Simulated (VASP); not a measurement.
Here is a VASP 6.6.1 calculation.

File INCAR:

```
SYSTEM = ZrAg3
ALGO = Fast
EDIFF = 1E-6
ENCUT = 520
GGA = PS
ISIF = 2
ISMEAR = 0
LASPH = .True.
LCHARG = .False.
LREAL = .False.
LWAVE = .False.
NBANDS = 30
NELM = 80
PREC = Accurate
SIGMA = 0.05
```

The input KPOINTS:

```
k-points
0
Gamma
  8 8 8
  0 0 0
```

Contents of POSCAR:

```
ZrAg3
1.0
    4.2726351013      0.0000000000      0.0000000000
    0.0000000000      4.2726351013      0.0000000000
    0.0000000000      0.0000000000      4.2726351013
Zr Ag
1 3
Direct
    0.0000000000      0.0000000000      0.0000000000
    0.0000000000      0.5000000000      0.5000000000
    0.5000000000      0.5000000000      0.0000000000
    0.5000000000      0.0000000000      0.5000000000
```

Potentials or basis: VASP PAW PBE potentials, release 64 (Zr_sv, Ag).

Launch:

```sh
$ cat potpaw_PBE.64/Zr_sv/POTCAR potpaw_PBE.64/Ag/POTCAR > POTCAR
$ mpirun -np 1 vasp_std > vasp.out
```

(1) Estimate the pressure.

(2) Estimate the band gap on the k mesh.

Results:

(1) -5.6 GPa.

(2) zero (an odd number of electrons rules out a gap without spin polarisation).

Caveat: the cell stands under tension; the PAW data sets were made with another functional, which shifts forces and pressure a little.
